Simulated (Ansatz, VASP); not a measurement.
Li4F in VASP and in Ansatz

```
Li F
1.0
     3.33131    0.00000    0.00000
     0.00000    3.33131    0.00000
     0.00000    0.00000    4.71118
Li F
4 1
Cartesian
  1.6657 0.0000 1.1778
  0.0000 1.6657 3.5334
  1.6657 0.0000 3.5334
  0.0000 1.6657 1.1778
  0.0000 0.0000 0.0000
```

Change from the starting cell: ordered vacancies on the anion sites of antifluorite (P4/mmm, No. 123).

Alike in both runs: task relaxation of cell and atoms; functional PBE; k mesh 6 × 6 × 4; occupations gaussian, width 0.1 eV; no spin polarisation.

|  | VASP | Ansatz |
| --- | --- | --- |
| version | VASP 6.6.1 | Ansatz 0.2.0 |
| potentials or method | VASP PAW PBE potentials, release 64 (Li_sv, F), cutoff 600 eV | scalar-relativistic, plane waves, PAW |
| valence electrons in the cell | 19 | 19 |

|  | VASP | Ansatz | Ansatz less VASP |
| --- | --- | --- | --- |
| gap on the k mesh at the Fermi level, each at its own relaxed structure (eV) | none | none | - |
| relaxed volume (Å³/atom) | 14.78 | 15.29 | +0.511 |
| relaxed length of the cell vector where the two differ most in proportion (Å) | 5.306 | 5.380 | +0.0735 |

A gap of «none» marks a metal or a gap that the smearing closes.

Noted on VASP's run: the cutoff is under 1.25 times that of the potentials, so the pressure is a little rough; the volume moved by over 15 % at a fixed basis, so the end points are rough.
